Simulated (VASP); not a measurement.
## SiC: single point with PBE

Crystal: SiC.

```
CELL_PARAMETERS angstrom
3.33911 0.00000 0.00000
-1.66955 2.89175 0.00000
0.00000 0.00000 4.66810
ATOMIC_POSITIONS crystal
Si 0.33333 0.66667 0.00456
Si 0.66667 0.33333 0.50456
C 0.33333 0.66667 0.38044
C 0.66667 0.33333 0.88044
```

This cell differs from its parent crystal: strain +0.080 along x and y, -0.080 along z.

```json
{"Program": "VASP 6.6.1", "Task": "single point", "Functional": "PBE", "Potentials or basis": "VASP PAW PBE potentials, release 64 (Si, C)", "Cutoff": "520 eV", "k mesh": "12 × 12 × 6", "Occupations": "gaussian, width 0.05 eV", "Spin": "no spin polarisation"}
```

```json
{
  "Pressure": "-6.5 GPa",
  "Largest force": "2.206 eV/Å",
  "Band gap on the k mesh": "1.47 eV (least direct gap 1.80 eV)"
}
```

Forces in eV/Å, atoms in the order of the input:
```
Si   0.000  0.000 -2.206
Si   0.000  0.000 -2.206
C    0.000  0.000  2.206
C    0.000  0.000  2.206
```

Stress tensor (GPa, compression positive):
```
-33.34   0.00   0.00
  0.00 -33.34   0.00
  0.00   0.00  47.13
```

Levels at points of the mesh, in eV from the valence-band top:
```
           k point  band 5  band 6  band 7  band 8  band 9  band 10  band 11  band 12
(0.00, 0.00, 0.00)   -2.25   -0.09   -0.09   -0.04    1.77     4.98     5.07     5.07
(0.50, 0.00, 0.00)   -5.13   -3.94   -3.23   -0.78    1.47     4.99     6.01     6.19
(0.00, 0.00, 0.50)   -1.30   -1.30   -1.30   -1.30    3.66     3.66     5.89     5.89
(0.50, 0.00, 0.50)   -2.73   -2.73   -1.61   -1.61    3.04     3.04     6.17     6.17
```

It took 86 s on 1 thread of Intel Xeon 8259CL, on a shared host, peak memory 0.19 GiB.

Caveat: the cell differs from its parent crystal (strain +0.080 along x and y, -0.080 along z); the cell stands under tension; forces of over 1 eV/Å act on the atoms, so gaps and moduli don't describe the material at rest. A k mesh can miss the band edges.
